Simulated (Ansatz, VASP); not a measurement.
H: VASP beside Ansatz

INCAR

```
SYSTEM = H
PREC     = Accurate       ! precision mode
ENCUT    = 1230           ! plane-wave cutoff, eV
EDIFF    = 1E-7           ! SCF threshold, eV
ISMEAR   = 0              ! smearing method
SIGMA    = 0.02           ! smearing width, eV
LREAL    = .FALSE.        ! projectors in reciprocal space
LASPH    = .TRUE.         ! aspherical terms in the spheres
NELM     = 120            ! most SCF steps
ALGO     = Normal         ! electronic algorithm
ISIF     = 3              ! what is computed and relaxed
LWAVE    = .FALSE.        ! write WAVECAR
LCHARG   = .FALSE.        ! write CHGCAR
GGA      = PE             ! functional
IBRION   = 2              ! ionic algorithm
NSW      = 70             ! ionic steps
EDIFFG   = -0.02          ! ionic threshold
GGA_COMPAT= .FALSE.      
NELMIN   = 4
```

KPOINTS

```
regular mesh
0
G
  8 8 8
  0 0 0
```

The input POSCAR:

```
H
1.0
   -1.7030551077      1.7030551077      2.1395708916
    1.7030551077     -1.7030551077      2.1395708916
    1.7030551077      1.7030551077     -2.1395708916
H
2
Direct
    0.9122555667      0.9122555667      0.0000000000
    0.0877444333      0.0877444333      0.0000000000
```

Input for Ansatz:

```yaml
crystal:
  lattice:
    - [-1.7030551077, 1.7030551077, 2.1395708916]
    - [1.7030551077, -1.7030551077, 2.1395708916]
    - [1.7030551077, 1.7030551077, -2.1395708916]
  atoms:
    - { symbol: H, position: [0.9122555667, 0.9122555667, 0.0] }
    - { symbol: H, position: [0.0877444333, 0.0877444333, 0.0] }
basis:
  ecutwfc: 420
kpoints:
  mp_grid: { grid: [8, 8, 8] }
hamiltonian:
  xc: pbe
scf:
  occupations: { method: gaussian, width: 0.02 }
output:
  forces: true
  stress: true
  eigenvalues: true
relax:
  adjacent_minimum: "off"
  f_tol: 0.02
  max_steps: 50
  cell: { stress_tol: 0.03 }
```

Alike in both runs: task relaxation of cell and atoms; functional PBE; k mesh 8 × 8 × 8; occupations gaussian, width 0.02 eV; no spin polarisation.

```csv
,VASP,Ansatz
version,VASP 6.6.1,Ansatz 0.2.0
potentials or method,"VASP PAW PBE potentials, release 64 (H_h), cutoff 1230 eV","scalar-relativistic, plane waves, PAW"
valence electrons in the cell,2,2
```

VASP gave:

* gap on the k mesh at the Fermi level, each at its own relaxed structure (eV): 9.28
* relaxed volume (Å³/atom): 15.58
* relaxed length of the cell vector where the two differ most in proportion (Å): 3.474

Which values does Ansatz return?

gap on the k mesh at the Fermi level, each at its own relaxed structure (eV): 9.30; relaxed volume (Å³/atom): 15.76; relaxed length of the cell vector where the two differ most in proportion (Å): 3.489.

Noted on VASP's run: the volume moved by over 15 % at a fixed basis, so the end points are rough.
